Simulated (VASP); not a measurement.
# K4PH4S3O16 (a cell with a defect) in VASP: notebook

Runs on K4PH4S3O16 (a cell with a defect). Level: PBE. Tasks: single point.

Program: VASP 6.6.1. These are calculated values, not measurements. Logs are shortened: lines on timing, memory, paths and dates and some standing lists are left out, and cuts for length are marked.

## 1. The cell of the first run

The cell holds a defect, 28 atoms: a = 7.461 Å, b = 7.694 Å, c = 7.721 Å, α = 70.79°, β = 87.85°, γ = 85.53°.

## 2. Single point, PBE

INCAR

```
SYSTEM = K4PH4S3O16
PREC = Accurate
ENCUT = 520
EDIFF = 1E-6
ISMEAR = -1
SIGMA = 0.05
LREAL = .False.
LASPH = .True.
NELM = 120
ALGO = Normal
ISIF = 2
LWAVE = .False.
LCHARG = .False.
GGA = PE
NBANDS = 100
NELECT = 160.0
GGA_COMPAT = .False.
```

KPOINTS

```
regular mesh
0
Gamma
  1 1 1
  0 0 0
```

POSCAR

```
K4PH4S3O16
1.0
    7.4612390000      0.0000000000      0.0000000000
    0.5999230000      7.6708610000      0.0000000000
    0.2889980000      2.5261790000      7.2904330000
K H P S O
4 4 1 3 16
Direct
    0.1759862901      0.1327483769      0.3002976641
    0.4697261252      0.3226167574      0.7391604861
    0.4912794973      0.7148459966      0.2757586552
    0.8484168590      0.7960889372      0.7043888888
   -0.0276377833      0.4890457351      0.4786272640
    0.2351668357      0.5756844598      0.9889261721
    0.8302758663      0.4037038786     -0.0099582563
    0.7703919773      1.0932664021      0.9278461238
    0.9812997120      0.3000058207      0.8017630777
    0.0231866002      0.7248707714      0.2028823254
    0.3561261413      0.7623100237      0.7305601739
    0.6232699688      0.2139013917      0.2605880885
    0.0442647028      0.3712055956      0.5987435863
    0.1284435661      0.1662802241      0.9328664018
    0.1827517044      0.5854777514      0.1785627822
    0.1244246367      0.8468430106      0.2712733249
    0.2050375994      0.9100978859      0.6487131834
    0.2632497901      0.5696395415      0.8587967272
    0.4940419901      0.1233598461      0.1755314122
    0.4508438857      0.6637411801      0.6167946403
    0.4963671416      0.2661650265      0.3941466851
    0.4855526441      0.8162429769      0.8411571713
    0.6962112608      0.3939444478      0.1614718906
    0.7649216378      0.0713913084      0.3422430465
    0.8030147673      0.1923962357      0.8124345975
    0.9164723736      0.4579247135      0.8853383606
    0.9007845313      0.8175519566      0.0507377271
    0.9011756218      0.6183472796      0.3586618243
```

Potentials or basis: VASP PAW PBE potentials, release 64 (K_sv, H, P, S, O).

Launch:

```console
$ cat potpaw_PBE.64/K_sv/POTCAR potpaw_PBE.64/H/POTCAR potpaw_PBE.64/P/POTCAR potpaw_PBE.64/S/POTCAR potpaw_PBE.64/O/POTCAR > POTCAR
$ mpirun -np 1 vasp_gam > vasp.out
```

OUTCAR:

```text
SYSTEM = K4PH4S3O16
   PREC = Accurate
   ENCUT = 520
   EDIFF = 1E-6
   ISMEAR = -1
   LREAL = .False.
   LASPH = .True.
   NELM = 120
   ISIF = 2
   GGA = PE
   NELECT = 160.0

 ion  position               nearest neighbor table
   1  0.176  0.133  0.300-  16 2.35  19 2.53  17 2.68  14 2.80  21 2.88
   2  0.470  0.323  0.739-  20 2.47  25 2.62  18 2.73  21 2.83
   3  0.491  0.715  0.276-  20 2.54  15 2.80  16 2.84
   4  0.848  0.796  0.704-  26 2.54  27 2.78  17 2.84  22 2.88
   5  0.972  0.489  0.479-  13 1.17  28 1.22
   6  0.235  0.576  0.989-  18 1.03
   7  0.830  0.404  0.990-  26 1.01
   8  0.770  0.093  0.928-  25 1.00
   9  0.981  0.300  0.802-  13 1.55  14 1.58  26 1.59  25 1.61
  10  0.023  0.725  0.203-  27 1.47  16 1.48  28 1.53  15 1.59
  11  0.356  0.762  0.731-  20 1.47  22 1.48  17 1.53  18 1.67
  12  0.623  0.214  0.261-  24 1.46  23 1.48  21 1.50  19 1.52
  13  0.044  0.371  0.599-   5 1.17   9 1.55
  14  0.128  0.166  0.933-   9 1.58   1 2.80
  15  0.183  0.585  0.179-  10 1.59   3 2.80
  16  0.124  0.847  0.271-  10 1.48   1 2.35   3 2.84
  17  0.205  0.910  0.649-  11 1.53   1 2.68   4 2.84
  18  0.263  0.570  0.859-   6 1.03  11 1.67   2 2.73
  19  0.494  0.123  0.176-  12 1.52   1 2.53
  20  0.451  0.664  0.617-  11 1.47   2 2.47   3 2.54
  21  0.496  0.266  0.394-  12 1.50   2 2.83   1 2.88
  22  0.486  0.816  0.841-  11 1.48   4 2.88
  23  0.696  0.394  0.161-  12 1.48
  24  0.765  0.071  0.342-  12 1.46
  25  0.803  0.192  0.812-   8 1.00   9 1.61   2 2.62
  26  0.916  0.458  0.885-   7 1.01   9 1.59   4 2.54
  27  0.901  0.818  0.051-  10 1.47   4 2.78
  28  0.901  0.618  0.359-   5 1.22  10 1.53

  LATTYP: Found a triclinic cell.
 ALAT       =     7.6942846378
 B/A-ratio  =     1.9575196519
 C/A-ratio  =     1.1603829599
 COS(alpha) =     0.0141764469
 COS(beta)  =     0.5771819063
 COS(gamma) =     0.7181824897

  Lattice vectors:

 A1 = (   0.5999230000,   7.6708610000,   0.0000000000)
 A2 = (   8.3501600000,  10.1970400000,   7.2904330000)
 A3 = (   0.3109250000,   5.1446820000,  -7.2904330000)

Analysis of symmetry for initial positions (statically):
=====================================================================
 Subroutine PRICEL returns:
 Original cell was already a primitive cell.

 Routine SETGRP: Setting up the symmetry group for a
 triclinic supercell.

 Subroutine GETGRP returns: Found  1 space group operations
 (whereof  1 operations were pure point group operations)
 out of a pool of  2 trial point group operations.

The static configuration has the point symmetry C_1 .

Analysis of symmetry for dynamics (positions and initial velocities):
=====================================================================
 Subroutine PRICEL returns:
 Original cell was already a primitive cell.

 Routine SETGRP: Setting up the symmetry group for a
 triclinic supercell.

 Subroutine GETGRP returns: Found  1 space group operations
 (whereof  1 operations were pure point group operations)
 out of a pool of  2 trial point group operations.

The dynamic configuration has the point symmetry C_1 .

 Subroutine INISYM returns: Found  1 space group operations
 (whereof  1 operations are pure point group operations),
 and found     1 'primitive' translations

----------------------------------------------------------------------------------------

                                     Primitive cell

  volume of cell :     417.2616

  direct lattice vectors                    reciprocal lattice vectors
     7.461239000  0.000000000  0.000000000     0.134025998 -0.010481911 -0.001680842
     0.599923000  7.670861000  0.000000000     0.000000000  0.130363462 -0.045171726
     0.288998000  2.526179000  7.290433000     0.000000000  0.000000000  0.137166064

  length of vectors
     7.461239000  7.694284638  7.721108308     0.134445765  0.137967812  0.137166064

  position of ions in fractional coordinates (direct lattice)
     0.175986290  0.132748377  0.300297664
     0.469726125  0.322616757  0.739160486
     0.491279497  0.714845997  0.275758655
     0.848416859  0.796088937  0.704388889
     0.972362217  0.489045735  0.478627264
     0.235166836  0.575684460  0.988926172
[... 20 lines left out ...]
     0.900784531  0.817551957  0.050737727
     0.901175622  0.618347280  0.358661824

  ion indices of the primitive-cell ions
   primitive index   ion index
                 1           1
                 2           2
                 3           3
                 4           4
                 5           5
                 6           6
[... 20 lines left out ...]
                27          27
                28          28

----------------------------------------------------------------------------------------

 KPOINTS: regular mesh

Automatic generation of k-mesh.
 Grid dimensions read from file:
 generate k-points for:    1    1    1

 Generating k-lattice:

  Cartesian coordinates                     Fractional coordinates (reciprocal lattice)
     0.134025998 -0.010481911 -0.001680842     1.000000000  0.000000000  0.000000000
     0.000000000  0.130363462 -0.045171726     0.000000000  1.000000000 -0.000000000
     0.000000000  0.000000000  0.137166064     0.000000000  0.000000000  1.000000000

  Length of vectors
     0.134445765  0.137967812  0.137166064

  Shift w.r.t. Gamma in fractional coordinates (k-lattice)
     0.000000000  0.000000000  0.000000000

 Subroutine IBZKPT returns following result:
 ===========================================

 Found      1 irreducible k-points:

 Following reciprocal coordinates:
            Coordinates               Weight
  0.000000  0.000000  0.000000      1.000000
   k-points           NKPTS =      1   k-points in BZ     NKDIM =      1   number of bands    NBANDS=    100
   number of dos      NEDOS =    301   number of ions     NIONS =     28
   total plane-waves  NPLWV = 201600
   dimension x,y,z NGX =    56 NGY =   60 NGZ =   60
   dimension x,y,z NGXF=   112 NGYF=  120 NGZF=  120
   ions per type =               4   4   1   3  16
   NGX,Y,Z   is equivalent  to a cutoff of  12.48, 12.96, 12.92 a.u.
   NGXF,Y,Z  is equivalent  to a cutoff of  24.96, 25.93, 25.84 a.u.
 SYSTEM =  K4PH4S3O16
   PREC   = accura    normal or accurate (medium, high low for compatibility)
   ISTART =      0    job   : 0-new  1-cont  2-samecut
   ICHARG =      2    charge: 1-file 2-atom 10-const
   ISPIN  =      1    spin polarized calculation?
   LNONCOLLINEAR =      F non collinear calculations
   LSORBIT =      F    spin-orbit coupling
   LASPH  =      T    aspherical Exc in radial PAW
   ENCUT  =  520.0 eV  38.22 Ry    6.18 a.u.  13.87 14.31 14.36*2*pi/ulx,y,z
   NELM   =    120;   NELMIN=  2; NELMDL= -5     # of ELM steps
   EDIFF  = 0.1E-05   stopping-criterion for ELM
   LREAL  =      F    real-space projection
   EDIFFG = 0.1E-04   stopping-criterion for IOM
   NSW    =      0    number of steps for IOM
   IBRION =     -1    ionic relax: 0-MD 1-quasi-New 2-CG
   NFREE  =      0    steps in history (QN), initial steepest desc. (CG)
   ISIF   =      2    stress and relaxation
   ISYM   =      2    0-nonsym 1-usesym 2-fastsym
   POTIM  = 0.5000    time-step for ionic-motion
   TEBEG  =    0.0;   TEEND  =   0.0 temperature during run
   PSTRESS=    0.0 pullay stress
   NELECT =     160.0000    total number of electrons
   NUPDOWN=      -1.0000    fix difference up-down
   EMIN   =  10.00;   EMAX   =-10.00  energy-range for DOS
   EFERMI =   0.00;   METHOD = LEGACY
   ISMEAR =    -1;   SIGMA  =   0.05  broadening in eV -4-tet -1-fermi 0-gaus
   EFERMI_NEDOS =   21; number of points for ismear=-14 and -15
   IALGO  =     38    algorithm
   IMIX   =      4    mixing-type and parameters
     AMIX     =   0.40;   BMIX     =  1.00
     AMIX_MAG =   1.60;   BMIX_MAG =  1.00
  volume/ion in A,a.u.               =      14.90       100.57
  Fermi-wavevector in a.u.,A,eV,Ry     =   1.189356  2.247558 19.246376  1.414569
  Thomas-Fermi vector in A             =   2.325466
   LORBIT       =      0    0 simple, 1 ext, 2 COOP (PROOUT), +10 PAW based schemes
   GGA     = PE    functional components
   LHFCALC =     F    Hartree Fock is set to
   AEXX    =    0.0000 exact exchange contribution
   IVDW    =     0    specifies the selected vdW correction
   LEPSILON=     F    determine dielectric tensor
   LRPA    =     F    only Hartree local field effects (RPA)
 non-spin polarized calculation
  energy-cutoff  :      520.00
  volume of cell :      417.26
 maximum number of plane-waves:      5627
 NGX is ok and might be reduce to    54
   NGX = 27   NGY = 29   NGZ = 29

 number of electron     159.9999989 magnetization

 Free energy of the ion-electron system (eV)
  ---------------------------------------------------
  ext. energy  EPLUGINS =         0.00000000
  ---------------------------------------------------
  free energy    TOTEN  =      -157.37760810 eV

  energy without entropy =     -157.37760810  energy(sigma->0) =     -157.37760810

 E-fermi :   1.4382     XC(G=0):  -8.2635

 val. band max:        0.1711115373   @ k =   0.0000   0.0000   0.0000
 cond. band min:       3.8673149800   @ k =   0.0000   0.0000   0.0000
 fundamental gap:      3.6962034427
 Fermi energy:         1.4381625229

 k-point     1 :       0.0000    0.0000    0.0000
  band No.  band energies     occupation
      1     -28.8116      2.00000
      2     -28.4437      2.00000
      3     -28.3941      2.00000
      4     -27.4652      2.00000
      5     -23.5634      2.00000
      6     -23.2416      2.00000
[... 84 lines left out ...]
     91       7.3894      0.00000
     92       7.5768      0.00000
 [bands above 92 left out]

------------------------ aborting loop because EDIFF is reached ----------------------------------------

  FORCE on cell =-STRESS in cart. coord.  units (eV):
  Direction    XX          YY          ZZ          XY          YZ          ZX
  --------------------------------------------------------------------------------------
  -------------------------------------------------------------------------------------
  Total       -1.1921973      4.9102984      8.8465322      4.0338632      2.1871420     -4.5272315
  in kB       -4.5777316     18.8542855     33.9684129     15.4889992      8.3980638    -17.3834068
  external PRESSURE =      16.0816556 kB  Pullay stress =       0.0000000 kB

 VOLUME and BASIS-vectors are now :
 -----------------------------------------------------------------------------
  energy-cutoff  :      520.00
  volume of cell :      417.26
      direct lattice vectors                 reciprocal lattice vectors
     7.461239000  0.000000000  0.000000000     0.134025998 -0.010481911 -0.001680842
     0.599923000  7.670861000  0.000000000     0.000000000  0.130363462 -0.045171726
     0.288998000  2.526179000  7.290433000     0.000000000  0.000000000  0.137166064

 POSITION                                       TOTAL-FORCE (eV/Angst)
 -----------------------------------------------------------------------------------
      1.47950      1.77690      2.18930        -0.109852      1.239754     -0.030287
      3.91190      4.34200      5.38880        -0.730853     -0.805396      0.172107
      4.17410      6.18010      2.01040         0.159562     -0.172641     -0.653483
      7.01140      7.88610      5.13530        -0.018949      0.536528     -0.420050
      7.68674      4.96050      3.48940         0.033721      0.265603     -0.110192
      2.38580      6.91420      7.20970        -0.451267      0.070760      0.030159
[... 20 lines left out ...]
      7.22610      6.39950      0.36990         0.465502     -0.424509     -0.332513
      7.19850      5.64930      2.61480        -0.403614     -0.389705      0.254364
 -----------------------------------------------------------------------------------
    total drift:                               -0.000508      0.000513      0.000442

  FREE ENERGIE OF THE ION-ELECTRON SYSTEM (eV)
  ---------------------------------------------------
  free  energy   TOTEN  =      -157.3776080972 eV

  energy  without entropy=     -157.3776080972  energy(sigma->0) =     -157.37760810
```

Run time: 2.3 min. Hardware: 1 thread of Intel Xeon 8259CL, shared host; peak memory 0.48 GiB.

Results:

```
Free energy   : -157.3776 eV
Largest force : 5.782 eV/Å
```

Forces on the atoms (eV/Å):
```
K   -0.110  1.240 -0.030
K   -0.731 -0.805  0.172
K    0.160 -0.173 -0.653
K   -0.019  0.537 -0.420
H    0.034  0.266 -0.110
H   -0.451  0.071  0.030
H   -0.458  0.772  0.875
H    0.967  0.374 -0.437
P    4.083 -2.802  2.986
S    2.904 -0.384  1.058
S   -1.600 -0.112  1.181
S   -3.547  0.063  2.658
O   -0.655  0.180  1.006
O   -2.241  1.786 -2.547
O   -2.507  0.868 -0.569
O   -1.077 -0.688 -0.297
O    2.290 -2.176  1.068
O    0.358  1.885  0.116
O    1.448 -0.011 -2.238
O    0.604  1.092 -1.857
O    0.473  0.321  1.367
O   -0.832  0.036 -0.386
O    0.901 -0.455 -2.375
O    1.279 -0.228  0.596
O   -1.053 -0.658 -0.036
O   -0.281 -0.181 -1.079
O    0.466 -0.425 -0.333
O   -0.404 -0.390  0.254
```

Levels at points of the mesh, in eV from the Fermi level:
| k point | band 78 | band 79 | band 80 | band 81 | band 82 | band 83 |
| --- | --- | --- | --- | --- | --- | --- |
| (0.00, 0.00, 0.00) | -1.87 | -1.56 | -1.27 | 2.43 | 4.14 | 4.23 |

Caveat: the k points lie up to 0.87 Å⁻¹ apart, too coarse for converged energies, forces and pressures; the cell carries a net charge on a neutralising background, which shifts energy and pressure; the cell is charged against a uniform background, so pressure and absolute levels hang on convention.

## 3. Single point, PBE

INCAR

```
PREC = Accurate
ENCUT = 520
EDIFF = 1E-6
ISMEAR = -1
SIGMA = 0.05
LREAL = F
LASPH = T
NELM = 120
ALGO = Normal
ISIF = 2
LWAVE = F
LCHARG = F
GGA = PE
NBANDS = 100
NELECT = 160.0
GGA_COMPAT = F
```

KPOINTS

```
regular mesh
0
Gamma
  1 1 1
```

POSCAR

```
K4PH4S3O16
1.0
    7.4612390000      0.0000000000      0.0000000000
    0.5999230000      7.6708610000      0.0000000000
    0.2889980000      2.5261790000      7.2904330000
K H P S O
4 4 1 3 16
Direct
    0.1435269998      0.1604063898      0.2736325812
    0.4279981635      0.2913852971      0.6968721885
    0.4424749166      0.6831062255      0.2421392529
    0.8469964293      0.8156262111      0.6825109016
   -0.0235756240      0.4487273692      0.5339189044
    0.2339072510      0.5361230001      1.0118740547
    0.8070253931      0.3639824268      0.0056375252
    0.8700839156      0.9969260126      0.9616575586
    1.0000432425      0.2814617908      0.8342028519
   -0.0030595579      0.7029989172      0.2279699985
    0.3482632644      0.7312992007      0.7660999011
    0.6072614300      0.1863173750      0.2744007112
    0.0504986807      0.3718189256      0.6358332900
    0.1664412260      0.1752852231      0.9511643547
    0.1435504222      0.5681398444      0.1802636414
    0.0802665877      0.7601024730      0.3692373279
    0.1850060255      0.8643143884      0.6827166507
    0.2867475520      0.5289195682      0.8975735735
    0.4984615015      0.0809052537      0.1807025728
    0.4611432067      0.6883366001      0.6202512251
    0.4806878847      0.2386102930      0.4073557771
    0.4566731944      0.7775359285      0.8954749327
    0.6745744900      0.3764023635      0.1305409432
    0.7602805857      0.0620841046      0.3744633549
    0.8322421773      0.1511476339      0.8531729185
    0.9076835581      0.4445455584      0.8998779634
    0.9567187404      0.8501648866      0.0552230574
    0.8312593312      0.5932630000      0.3102559203
```

Potentials or basis: VASP PAW PBE potentials, release 64 (K_sv, H, P, S, O).

Launch:

```console
$ cat potpaw_PBE.64/K_sv/POTCAR potpaw_PBE.64/H/POTCAR potpaw_PBE.64/P/POTCAR potpaw_PBE.64/S/POTCAR potpaw_PBE.64/O/POTCAR > POTCAR
$ mpirun -np 1 vasp_gam > vasp.out
```

It took 2.3 min on 1 thread of Intel Xeon 8259CL, shared host; peak memory 0.49 GiB.

Results (log left out):

| Property | Result |
| --- | --- |
| Free energy | -157.1188 eV |
| Largest force | 5.323 eV/Å |

Forces on the atoms (eV/Å):
```
K    0.071  0.040  0.636
K    0.237  0.194  0.935
K    0.680  0.289  0.420
K   -0.275 -0.204  0.096
H   -0.797  0.323 -0.540
H   -1.067  1.109  1.357
H   -0.079  1.875 -0.102
H    0.127  1.662 -0.900
P   -0.893 -1.191  5.110
S   -0.203 -3.922  2.151
S   -1.130 -0.195 -1.108
S   -1.096 -0.620 -1.693
O    1.664 -0.476 -2.579
O   -2.488  0.841 -2.590
O   -1.500  1.039  0.668
O   -0.241  0.734 -0.400
O    2.551 -1.462  1.651
O    0.759 -0.431 -3.418
O    1.605  1.528  0.463
O   -0.714  0.039  0.714
O    0.412  0.338 -0.603
O    0.252  1.415 -0.568
O   -1.134 -2.854  1.989
O    0.110  0.772 -0.590
O    1.599 -0.729  0.496
O   -0.067 -1.810  0.058
O   -0.612  0.421 -1.141
O    2.229  1.276 -0.513
```

Levels at points of the mesh, in eV from the Fermi level:
```csv
k point,band 77,band 78,band 79,band 80,band 81,band 82,band 83,band 84
"(0.00, 0.00, 0.00)",-1.73,-1.60,-1.31,-1.24,3.12,4.99,5.36,5.40
```

Caveat: the k points lie up to 0.87 Å⁻¹ apart, too coarse for converged energies, forces and pressures; the cell carries a net charge on a neutralising background, which shifts energy and pressure; the cell is charged against a uniform background, so pressure and absolute levels hang on convention.

(Part 1 of 2 ends here.)
